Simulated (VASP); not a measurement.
A run of VASP 6.6.1:

The input INCAR:

```
SYSTEM = Lu3Au
  PREC = Accurate
  ENCUT = 520
  EDIFF = 1E-7
  ISMEAR = 0
  SIGMA = 0.1
  LREAL = .FALSE.
  LASPH = .TRUE.
  NELM = 100
  ALGO = Normal
  ISIF = 2
  LWAVE = .FALSE.
  LCHARG = .FALSE.
  GGA = PE
  NBANDS = 51
```

Contents of KPOINTS:

```
regular mesh
0
G
  4 4 4
  0 0 0
```

POSCAR

```
Lu3Au
1.0
    0.0000000000      3.7045423200      3.7045423200
    3.7045423200      0.0000000000      3.7045423200
    3.7045423200      3.7045423200      0.0000000000
Lu Au
3 1
Direct
    0.2500000000      0.2500000000      0.2500000000
    0.7500000000      0.7500000000      0.7500000000
    0.5000000000      0.5000000000      0.5000000000
    0.0000000000      0.0000000000      0.0000000000
```

Potentials or basis: VASP PAW PBE potentials, release 64 (Lu, Au).

Launch:

```bash
$ cat potpaw_PBE.64/Lu/POTCAR potpaw_PBE.64/Au/POTCAR > POTCAR
$ mpirun -np 1 vasp_std > vasp.out
```

Hardware: 1 thread of AMD EPYC 7R13, with other jobs on the host.

Question: Estimate the wall time of this run.

Answer: Run time: 2 min on 1 thread of AMD EPYC 7R13 (shared host), peak memory 0.23 GiB. Counts: scf iterations 17, k points 8.
